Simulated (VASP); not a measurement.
Set up this calculation in VASP 6.6.1, as the native input.

| Property | Result |
| --- | --- |
| Task | single point |
| Functional | PBEsol |
| Dispersion | D4 |
| Potentials or basis | VASP PAW PBE potentials, release 64 (Hf_pv) |
| Cutoff | 520 eV |
| k mesh | 10 × 10 × 10 |
| Occupations | fermi-dirac, width 0.1 eV |
| Spin | no spin polarisation |
| Dipole correction | no |
| Further INCAR settings | ALGO = Normal; EDIFF = 1e-07; NBANDS = 11 |

The structure of Hf lies in POSCAR:

```
Hf
1.0
    1.7418932948      1.7418932948      1.7418932948
   -1.7418932948      1.7418932948      1.7418932948
   -1.7418932948     -1.7418932948      1.7418932948
Hf
1
Direct
    0.0000000000      0.0000000000      0.0000000000
```

These files were run (other wordings do the same):

INCAR

```
SYSTEM = Hf
PREC = Accurate ; ENCUT = 520
EDIFF = 1E-7 ; ISMEAR = -1
SIGMA = 0.1 ; LREAL = .False.
LASPH = .True. ; NELM = 80
ALGO = Normal ; ISIF = 2
LWAVE = .False. ; LCHARG = .False.
GGA = PS ; IVDW = 13
NBANDS = 11
```

KPOINTS

```
Automatic mesh
0
Gamma
  10 10 10
  0 0 0
```

Potentials or basis: VASP PAW PBE potentials, release 64 (Hf_pv).

Command:

```console
$ cat potpaw_PBE.64/Hf_pv/POTCAR > POTCAR
$ mpirun -np 1 vasp_std > vasp.out
```

Results of the run:

| Property | Result |
| --- | --- |
| Pressure | -0.2 GPa |
| Band gap on the k mesh | zero (band 5 reaches 6.35 eV, above the bottom of band 6 at 3.99 eV) |
| Dispersion energy per atom | -0.129 eV |

Caveat: the PAW data sets were made with another functional, which shifts forces and pressure a little; spin-orbit coupling is left out, which moves the levels of the heavy elements; pairwise dispersion overbinds metals, which lowers pressure and volume.

Wall time 4.1 s on 1 thread of Intel(R) Xeon(R) 6975P-C (Granite Rapids), on a shared host, peak memory 0.14 GiB.
